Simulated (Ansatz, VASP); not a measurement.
# Two plane-wave programs on C

```
C
1.0
     4.86394    0.00000    0.00000
     0.00000    3.64125    0.00000
     0.00000    0.00000    2.37036
C
8
Direct
  0.00000 0.16972 0.16910
  0.50000 0.83028 0.66910
  0.50000 0.16972 0.33090
  0.00000 0.83028 0.83090
  0.25000 0.38324 0.25000
  0.25000 0.61676 0.75000
  0.75000 0.61676 0.75000
  0.75000 0.38324 0.25000
```

Alike in both runs: task single point; functional PBE; k mesh 4 × 6 × 8; occupations gaussian, width 0.1 eV; no spin polarisation.

|  | VASP | Ansatz |
| --- | --- | --- |
| version | VASP 6.6.1 | Ansatz 0.2.0 |
| potentials or method | VASP PAW PBE potentials, release 64 (C), cutoff 520 eV | scalar-relativistic, plane waves, PAW |
| valence electrons in the cell | 32 | 32 |

VASP gave:

* gap on the k mesh at the Fermi level (eV): none
* rms of the force components (eV/Å): 2.876

**Question.** Which values does Ansatz return?

**Answer.** gap on the k mesh at the Fermi level (eV): none; rms of the force components (eV/Å): 2.872.

Atom by atom the forces differ by 0.006 eV/Å (rms over components). A gap of «none» marks a metal or a gap that the smearing closes.
